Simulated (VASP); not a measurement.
# Ti (Amm2) in VASP: single point with PBEsol

Aim: the single point of Ti with PBEsol.

Everything below comes from runs of VASP 6.6.1. Logs are shortened: lines on timing, memory, paths and dates and some standing lists are left out, and cuts for length are marked.

### Step 1. The cell of the first run

It takes space group Amm2 (No. 38, orthorhombic). Conventional cell: a = 2.820 Å, b = 4.600 Å, c = 7.967 Å, α = 90.00°, β = 90.00°, γ = 90.00°. Ti (site symmetry mm2) has 14 Ti at 2.82 to 3.05 Å within 3.7 Å. Ti (site symmetry mm2) has 11 Ti at 2.61 to 3.01 Å within 3.4 Å. Within 3.4 Å of Ti (site symmetry mm2) lie 11 Ti at 2.61 to 3.05 Å.

### Step 2. Single point, PBEsol

Input file INCAR:

```
  PREC = Accurate
  ENCUT = 520
  EDIFF = 1E-6
  ISMEAR = 0
  SIGMA = 0.05
  LREAL = False
  LASPH = True
  NELM = 80
  ALGO = Fast
  ISIF = 2
  LWAVE = False
  LCHARG = False
  GGA = PS
  NBANDS = 25
```

Input file KPOINTS:

```
regular mesh
0
Gamma
  9 9 12
```

Input file POSCAR:

```
Ti
1.0
    4.6000000000      0.0000000000      0.0000000000
   -2.3000000000      3.9837168574      0.0000000000
    0.0000000000      0.0000000000      2.8200000000
Ti
3
Direct
    0.0000000000      0.0000000000      0.0000000000
    0.3333333333      0.6666666667      0.5000000000
    0.6792177595      0.3584355189      0.5000000000
```

Potentials or basis: VASP PAW PBE potentials, release 64 (Ti_sv).

On the command line:

```bash
> cat potpaw_PBE.64/Ti_sv/POTCAR > POTCAR
> mpirun -np 1 vasp_std > vasp.out
```

OUTCAR:

```text
PREC = Accurate
   ENCUT = 520
   EDIFF = 1E-6
   ISMEAR = 0
   LREAL = False
   LASPH = True
   NELM = 80
   ISIF = 2
   GGA = PS

 ion  position               nearest neighbor table
   1  0.000  0.000  0.000-   3 2.92   3 2.92
   2  0.333  0.667  0.500-   3 2.61   3 2.61   3 2.76
   3  0.679  0.358  0.500-   2 2.61   2 2.61   2 2.76   1 2.92   1 2.92

  LATTYP: Found a hexagonal cell.
 ALAT       =     4.6000000000
 C/A-ratio  =     0.6130434783

  Lattice vectors:

 A1 = (   4.6000000000,   0.0000000000,   0.0000000000)
 A2 = (  -2.3000000000,   3.9837168574,   0.0000000000)
 A3 = (   0.0000000000,   0.0000000000,   2.8200000000)

Analysis of symmetry for initial positions (statically):
=====================================================================
 Subroutine PRICEL returns:
 Original cell was already a primitive cell.

 Routine SETGRP: Setting up the symmetry group for a
 hexagonal supercell.

 Subroutine GETGRP returns: Found  4 space group operations
 (whereof  4 operations were pure point group operations)
 out of a pool of 24 trial point group operations.

The static configuration has the point symmetry C_2v.

Analysis of symmetry for dynamics (positions and initial velocities):
=====================================================================
 Subroutine PRICEL returns:
 Original cell was already a primitive cell.

 Routine SETGRP: Setting up the symmetry group for a
 hexagonal supercell.

 Subroutine GETGRP returns: Found  4 space group operations
 (whereof  4 operations were pure point group operations)
 out of a pool of 24 trial point group operations.

The dynamic configuration has the point symmetry C_2v.

 Subroutine INISYM returns: Found  4 space group operations
 (whereof  4 operations are pure point group operations),
 and found     1 'primitive' translations

----------------------------------------------------------------------------------------

                                     Primitive cell

  volume of cell :      51.6768

  direct lattice vectors                    reciprocal lattice vectors
     4.600000000  0.000000000  0.000000000     0.217391304  0.125510928  0.000000000
    -2.300000000  3.983716857  0.000000000     0.000000000  0.251021856  0.000000000
     0.000000000  0.000000000  2.820000000     0.000000000  0.000000000  0.354609929

  length of vectors
     4.600000000  4.600000000  2.820000000     0.251021856  0.251021856  0.354609929

  position of ions in fractional coordinates (direct lattice)
     0.000000000  0.000000000  0.000000000
     0.333333333  0.666666667  0.500000000
     0.679217759  0.358435519  0.500000000

  ion indices of the primitive-cell ions
   primitive index   ion index
                 1           1
                 2           2
                 3           3

----------------------------------------------------------------------------------------

 KPOINTS: regular mesh

Automatic generation of k-mesh.
 Grid dimensions read from file:
 generate k-points for:    9    9   12

 Generating k-lattice:

  Cartesian coordinates                     Fractional coordinates (reciprocal lattice)
     0.024154589  0.013945659  0.000000000     0.111111111 -0.000000000  0.000000000
     0.000000000  0.027891317  0.000000000     0.000000000  0.111111111  0.000000000
     0.000000000  0.000000000  0.029550827     0.000000000  0.000000000  0.083333333

  Length of vectors
     0.027891317  0.027891317  0.029550827

  Shift w.r.t. Gamma in fractional coordinates (k-lattice)
     0.000000000  0.000000000  0.000000000

 Subroutine IBZKPT returns following result:
 ===========================================

 Found    175 irreducible k-points:

 Following reciprocal coordinates:
            Coordinates               Weight
  0.000000  0.000000  0.000000      1.000000
  0.111111  0.000000  0.000000      4.000000
  0.000000  0.111111  0.000000      2.000000
  0.222222  0.000000  0.000000      4.000000
  0.000000  0.222222  0.000000      2.000000
  0.333333  0.000000  0.000000      4.000000
[... 16 lines left out ...]
 -0.222222 -0.444444  0.000000      4.000000
  0.444444  0.333333  0.000000      4.000000
 [... further k-points ...]
   k-points           NKPTS =    175   k-points in BZ     NKDIM =    175   number of bands    NBANDS=     25
   number of dos      NEDOS =    301   number of ions     NIONS =      3
   total plane-waves  NPLWV =  31104
   dimension x,y,z NGX =    36 NGY =   36 NGZ =   24
   dimension x,y,z NGXF=    72 NGYF=   72 NGZF=   48
   ions per type =               3
   NGX,Y,Z   is equivalent  to a cutoff of  13.01, 13.01, 14.15 a.u.
   NGXF,Y,Z  is equivalent  to a cutoff of  26.02, 26.02, 28.30 a.u.
 SYSTEM =  unknown system
   PREC   = accura    normal or accurate (medium, high low for compatibility)
   ISTART =      0    job   : 0-new  1-cont  2-samecut
   ICHARG =      2    charge: 1-file 2-atom 10-const
   ISPIN  =      1    spin polarized calculation?
   LNONCOLLINEAR =      F non collinear calculations
   LSORBIT =      F    spin-orbit coupling
   LASPH  =      T    aspherical Exc in radial PAW
   ENCUT  =  520.0 eV  38.22 Ry    6.18 a.u.   8.55  8.55  5.24*2*pi/ulx,y,z
   NELM   =     80;   NELMIN=  2; NELMDL= -5     # of ELM steps
   EDIFF  = 0.1E-05   stopping-criterion for ELM
   LREAL  =      F    real-space projection
   EDIFFG = 0.1E-04   stopping-criterion for IOM
   NSW    =      0    number of steps for IOM
   IBRION =     -1    ionic relax: 0-MD 1-quasi-New 2-CG
   NFREE  =      0    steps in history (QN), initial steepest desc. (CG)
   ISIF   =      2    stress and relaxation
   ISYM   =      2    0-nonsym 1-usesym 2-fastsym
   POTIM  = 0.5000    time-step for ionic-motion
   TEBEG  =    0.0;   TEEND  =   0.0 temperature during run
   PSTRESS=    0.0 pullay stress
   NELECT =      36.0000    total number of electrons
   NUPDOWN=      -1.0000    fix difference up-down
   EMIN   =  10.00;   EMAX   =-10.00  energy-range for DOS
   EFERMI =   0.00;   METHOD = LEGACY
   ISMEAR =     0;   SIGMA  =   0.05  broadening in eV -4-tet -1-fermi 0-gaus
   EFERMI_NEDOS =   21; number of points for ismear=-14 and -15
   IALGO  =     68    algorithm
   IMIX   =      4    mixing-type and parameters
     AMIX     =   0.40;   BMIX     =  1.00
     AMIX_MAG =   1.60;   BMIX_MAG =  1.00
  volume/ion in A,a.u.               =      17.23       116.24
  Fermi-wavevector in a.u.,A,eV,Ry     =   1.451255  2.742475 28.655807  2.106142
  Thomas-Fermi vector in A             =   2.568774
   LORBIT       =      0    0 simple, 1 ext, 2 COOP (PROOUT), +10 PAW based schemes
   GGA     = PS    functional components
   LHFCALC =     F    Hartree Fock is set to
   AEXX    =    0.0000 exact exchange contribution
   IVDW    =     0    specifies the selected vdW correction
   LEPSILON=     F    determine dielectric tensor
   LRPA    =     F    only Hartree local field effects (RPA)
 non-spin polarized calculation
 RMM-DIIS sequential band-by-band and
 Gauss-broadening in eV      SIGMA  =   0.05
  energy-cutoff  :      520.00
  volume of cell :       51.68
 maximum number of plane-waves:      1416
 NGX is ok and might be reduce to    36
   NGX = 17   NGY = 17   NGZ = 11

 number of electron      35.9999983 magnetization

 Free energy of the ion-electron system (eV)
  ---------------------------------------------------
  ext. energy  EPLUGINS =         0.00000000
  ---------------------------------------------------
  free energy    TOTEN  =       -25.00622432 eV

  energy without entropy =      -25.00316928  energy(sigma->0) =      -25.00469680

 E-fermi :   8.1705     XC(G=0): -11.6724

 val. band max:        8.1621699484   @ k =  -0.1111  -0.4444   0.1667
 cond. band min:       8.1759067721   @ k =  -0.2222  -0.4444   0.3333
 fundamental gap:      0.0137368237
 Fermi energy:         8.1705306192

 k-point     1 :       0.0000    0.0000    0.0000
  band No.  band energies     occupation
      1     -48.4831      2.00000
      2     -48.2301      2.00000
      3     -48.0671      2.00000
      4     -24.9136      2.00000
      5     -24.8911      2.00000
      6     -24.8404      2.00000
[... 17 lines left out ...]
     24       9.9712      0.00000
     25      10.1659      0.00000

 k-point     2 :       0.1111    0.0000    0.0000
  band No.  band energies     occupation
      1     -48.4815      2.00000
      2     -48.2267      2.00000
      3     -48.0723      2.00000
      4     -24.9553      2.00000
      5     -24.9051      2.00000
      6     -24.7890      2.00000
[... 17 lines left out ...]
     24       9.8995      0.00000
     25      10.3062      0.00000

 k-point     3 :       0.0000    0.1111    0.0000
  band No.  band energies     occupation
      1     -48.4814      2.00000
      2     -48.2283      2.00000
      3     -48.0707      2.00000
      4     -24.9388      2.00000
      5     -24.9289      2.00000
      6     -24.7921      2.00000
[... 17 lines left out ...]
     24       9.7798      0.00000
     25      10.4040      0.00000

 k-point     4 :       0.2222    0.0000    0.0000
  band No.  band energies     occupation
      1     -48.4775      2.00000
      2     -48.2164      2.00000
      3     -48.0870      2.00000
      4     -24.9969      2.00000
      5     -24.9283      2.00000
      6     -24.7136      2.00000
[... 17 lines left out ...]
     24       9.8618      0.00000
     25      10.8021      0.00000
[... 477 lines left out ...]
 k-point    22 :       0.3333    0.2222    0.0000
  band No.  band energies     occupation
      1     -48.4693      2.00000
      2     -48.1801      2.00000
      3     -48.1324      2.00000
      4     -24.9829      2.00000
      5     -24.9096      2.00000
      6     -24.7942      2.00000
[... 17 lines left out ...]
     24      10.1559      0.00000
     25      10.7164      0.00000

 k-point    23 :      -0.2222   -0.4444    0.0000
  band No.  band energies     occupation
      1     -48.4689      2.00000
      2     -48.1925      2.00000
      3     -48.1203      2.00000
      4     -24.9885      2.00000
      5     -24.9166      2.00000
      6     -24.7861      2.00000
[... 17 lines left out ...]
     24      10.1686      0.00000
     25      10.7692      0.00000

 k-point    24 :       0.4444    0.3333    0.0000
  band No.  band energies     occupation
      1     -48.4696      2.00000
      2     -48.1658      2.00000
      3     -48.1466      2.00000
      4     -24.9838      2.00000
      5     -24.9025      2.00000
      6     -24.7938      2.00000
[... 17 lines left out ...]
     24      10.1483      0.00000
     25      10.6467      0.00000

 [... further k-points ...]
[... 5 lines left out ...]
  --------------------------------------------------------------------------------------
  -------------------------------------------------------------------------------------
  Total       -1.8418535     -1.6961773     -1.2434948      0.0000000      0.0000000      0.0000000
  in kB      -57.1044919    -52.5879736    -38.5530865      0.0000000      0.0000000      0.0000000
  external PRESSURE =     -49.4151840 kB  Pullay stress =       0.0000000 kB

 VOLUME and BASIS-vectors are now :
 -----------------------------------------------------------------------------
  energy-cutoff  :      520.00
  volume of cell :       51.68
      direct lattice vectors                 reciprocal lattice vectors
     4.600000000  0.000000000  0.000000000     0.217391304  0.125510928  0.000000000
    -2.300000000  3.983716857  0.000000000     0.000000000  0.251021856  0.000000000
     0.000000000  0.000000000  2.820000000     0.000000000  0.000000000  0.354609929

 POSITION                                       TOTAL-FORCE (eV/Angst)
 -----------------------------------------------------------------------------------
      0.00000      0.00000      0.00000         0.000000      0.130928      0.000000
     -0.00000      2.65581      1.41000         0.000000      0.172358      0.000000
      2.30000      1.42791      1.41000         0.000000     -0.303286      0.000000
 -----------------------------------------------------------------------------------
    total drift:                                0.000000      0.000001      0.000000

  FREE ENERGIE OF THE ION-ELECTRON SYSTEM (eV)
  ---------------------------------------------------
  free  energy   TOTEN  =       -25.0062243162 eV

  energy  without entropy=      -25.0031692835  energy(sigma->0) =      -25.00469680
```

Run time: 17 min. Hardware: 1 thread of Intel Xeon 8259CL, shared host; peak memory 0.31 GiB.

What came out:

| Quantity | Value |
| --- | --- |
| Free energy | -25.0062 eV |
| Pressure | -4.9 GPa |
| Largest force | 0.303 eV/Å |
| Band gap on the k mesh | zero (bands 18 and 19 overlap by 0.35 eV) |

Forces in eV/Å, atoms in the order of the input:
```
Ti   0.000  0.131  0.000
Ti   0.000  0.172  0.000
Ti   0.000 -0.303  0.000
```

Stress tensor (GPa, compression positive):
```
-5.71  0.00  0.00
 0.00 -5.26  0.00
 0.00  0.00 -3.86
```

Caveat: the cell stands under tension; the PAW data sets were made with another functional, which shifts forces and pressure a little.
